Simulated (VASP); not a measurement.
Input of a VASP 6.6.1 run:

Contents of INCAR:

```
PREC = Accurate ; ENCUT = 520
EDIFF = 1E-6 ; ISMEAR = 0
SIGMA = 0.15 ; LREAL = False
LASPH = True ; NELM = 60
ALGO = Normal ; ISIF = 2
LWAVE = False ; LCHARG = False
GGA = PE ; NBANDS = 18
```

KPOINTS

```
Automatic mesh
0
Gamma
  12 12 12
```

The input POSCAR:

```
BiTe
1.0
    2.4227077728      1.3987509848      3.3172919545
   -2.4227077728      1.3987509848      3.3172919545
    0.0000000000     -2.7975019696      3.3172919545
Bi Te
1 1
Direct
    0.5576115736      0.5000000000      0.5000000000
    0.0000000000      0.0000000000      0.0000000000
```

Potentials or basis: VASP PAW PBE potentials, release 64 (Bi_d, Te).

The run is started by

```console
$ cat potpaw_PBE.64/Bi_d/POTCAR potpaw_PBE.64/Te/POTCAR > POTCAR
$ mpirun -np 1 vasp_std > vasp.out
```

Q: What does it give for the largest force?

A: 0.450 eV/Å.

Q: What does it give for the pressure?

A: 0.8 GPa.

Stress tensor (GPa, compression positive):
```
 0.69 -0.50  0.07
-0.50  1.27  0.04
 0.07  0.04  0.42
```

Caveat: the cell differs from its parent crystal (all Bi atoms moved -0.250 Å, as atom 1 towards its neighbour atom 1 (Bi) at 4.339 Å).
